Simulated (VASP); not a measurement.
Set up this calculation in VASP 6.6.1, as the native input.

| Quantity | Value |
| --- | --- |
| Task | relaxation of cell and atoms |
| Functional | PBE |
| Potentials or basis | VASP PAW PBE potentials, release 64 (Te, Mo_sv) |
| Cutoff | 600 eV |
| k mesh | 12 × 12 × 4 |
| Occupations | gaussian, width 0.1 eV |
| Spin | no spin polarisation |
| Dipole correction | no |
| Further INCAR settings | ALGO = Normal; EDIFF = 1e-06; IBRION = 2; EDIFFG = -0.01; NSW = 100; ISIF = 3 |

The structure of Te5Mo lies in POSCAR:

```
Te5Mo
1.0
    3.6916715152      0.0000000000      0.0000000000
   -1.8458357576      3.1970813146      0.0000000000
    0.0000000000      0.0000000000     15.3570751295
Te Mo
5 1
Direct
    0.6666666667      0.3333333333      0.8850774062
    0.3333333333      0.6666666667      0.6436112396
    0.6666666667      0.3333333333      0.5000000000
    0.3333333333      0.6666666667      0.3563887604
    0.6666666667      0.3333333333      0.1149225938
    0.3333333333      0.6666666667      0.0000000000
```

The cell was generated, and may not be a known phase.

One way to write it, as run:

INCAR

```
SYSTEM = Te5Mo
PREC = Accurate
ENCUT = 600
EDIFF = 1E-6
ISMEAR = 0
SIGMA = 0.1
LREAL = .False.
LASPH = .True.
NELM = 80
ALGO = Normal
ISIF = 3
LWAVE = .False.
LCHARG = .False.
GGA = PE
IBRION = 2
NSW = 100
EDIFFG = -0.01
```

KPOINTS

```
Automatic mesh
0
Gamma
  12 12 4
  0 0 0
```

Potentials or basis: VASP PAW PBE potentials, release 64 (Te, Mo_sv).

Command:

```console
$ cat potpaw_PBE.64/Te/POTCAR potpaw_PBE.64/Mo_sv/POTCAR > POTCAR
$ mpirun -np 1 vasp_std > vasp.out
```

It gave:

| Item | Value |
| --- | --- |
| Relaxed volume | 30.13 Å³/atom |
| Relaxed cell | a = 3.689 Å, b = 3.689 Å, c = 15.337 Å, α = 90.00°, β = 90.00°, γ = 120.00° |
| Space group after relaxing (to 0.1 Å) | P-6m2 (No. 187) |
| Energy gained by relaxing | 0.1 meV/atom |
| Ionic steps | 3 |
| Pressure after relaxing | 0.0 GPa |
| Largest force after relaxing | 0.008 eV/Å |
| Band gap on the k mesh | zero (bands 22 and 23 overlap by 1.61 eV) |

Caveat: spin-orbit coupling is left out, which moves the levels of the heavy elements; this functional lacks dispersion, which binds layers or chains, so the pressure and a relaxed spacing across them are unreliable.

Run time: 7.7 min on 1 thread of Intel(R) Xeon(R) 6975P-C (Granite Rapids), with other jobs on the host, peak memory 0.55 GiB.
